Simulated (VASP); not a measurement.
Crystal: NiO.

```
Ni O
1.0
     2.50462    0.00000    0.00000
     0.00000    2.50462    0.00000
     0.00000    0.00000    2.50462
Ni O
1 1
Direct
  0.00000 0.00000 0.00000
  0.50000 0.50000 0.50000
```

Base run:

* Program: VASP 6.6.1
* Functional: PBEsol
* Potentials or basis: VASP PAW PBE potentials, release 64 (Ni, O)
* Cutoff: 600 eV
* k mesh: 7 × 7 × 7
* Occupations: gaussian, width 0.05 eV
* Spin: collinear spin, ferromagnetic start
* Starting moments: [0.77, 0.23] μB
* Hubbard terms: Ni d U = 1.0 eV

Its results: pressure 13.7 GPa; site moments Ni +1.06; O +0.35 μB.

Task: The run is repeated on the same cell with these changes: moments at the start from [0.77, 0.23] to [0.5, 0.0]; fixed moment from none to 0.5 μB. What comes out?

Result: Pressure 9.0 GPa; site moments Ni +0.38; O +0.12 μB.

Caveats: the cell stands under pressure; the PAW data sets were made with another functional, which shifts forces and pressure a little; a cell with one magnetic atom can't hold antiferromagnetic order, which such compounds often take; the total moment is fixed, so each spin has its own Fermi level and the state may be an excited one (at least some runs).
